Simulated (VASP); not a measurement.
TaAs: single point with PBEsol+U

Crystal: TaAs.

```
CELL_PARAMETERS angstrom
-1.72181 1.72181 5.86794
1.72181 -1.72181 5.86794
1.72181 1.72181 -5.86794
ATOMIC_POSITIONS crystal
Ta 0.49997 0.49997 0.00000
Ta 0.24997 0.74997 0.50000
As 0.08263 0.08263 0.00000
As 0.83263 0.33263 0.50000
```

```json
{
  "Program": "VASP 6.6.1",
  "Task": "single point",
  "Functional": "PBEsol",
  "Potentials or basis": "VASP PAW PBE potentials, release 64 (Ta_sv_GW, As_d)",
  "Cutoff": "600 eV",
  "k mesh": "11 × 11 × 11",
  "Occupations": "fermi-dirac, width 0.05 eV",
  "Spin": "no spin polarisation",
  "Hubbard terms": "Ta d U = 6.0 eV",
  "Dipole correction": "no",
  "Further INCAR settings": "ALGO = Normal; EDIFF = 1e-06; NBANDS = 36"
}
```

```
Pressure               : 6.5 GPa
Largest force          : 0.023 eV/Å
Band gap on the k mesh : zero (bands 28 and 29 overlap by 0.04 eV)
```

Forces in eV/Å, atoms in the order of the input:
```
Ta   0.000  0.000  0.023
Ta   0.000  0.000  0.023
As   0.000  0.000 -0.023
As   0.000  0.000 -0.023
```

Stress tensor (GPa, compression positive):
```
6.95 0.00 0.00
0.00 6.95 0.00
0.00 0.00 5.48
```

Levels at points of the mesh, in eV from the Fermi level:
```
           k point  band 24  band 25  band 26  band 27  band 28  band 29  band 30  band 31  band 32  band 33
(0.00, 0.00, 0.00)    -2.73    -2.46    -2.07    -1.92    -1.92     1.04     1.74     2.08     2.81     2.97
```

Eigenvalues of the final occupation matrices:
```tsv
site	spin	trace	eigenvalues
site 1 d	1	1.06	0.19 0.21 0.21 0.22 0.22
site 1 d	2	1.06	0.19 0.21 0.21 0.22 0.22
site 2 d	1	1.06	0.19 0.21 0.21 0.22 0.22
site 2 d	2	1.06	0.19 0.21 0.21 0.22 0.22
```

Run time: 29 min on 1 thread of Intel(R) Xeon(R) Platinum 8259CL CPU @ 2.50GHz (Skylake/Cascade Lake) (shared host), peak memory 0.65 GiB.

Caveat: the cell stands under pressure; the PAW data sets were made with another functional, which shifts forces and pressure a little; spin-orbit coupling is left out, which moves the levels of the heavy elements; U without spin polarisation on a metal has little footing; the U is typed as a test and isn't derived for this compound.
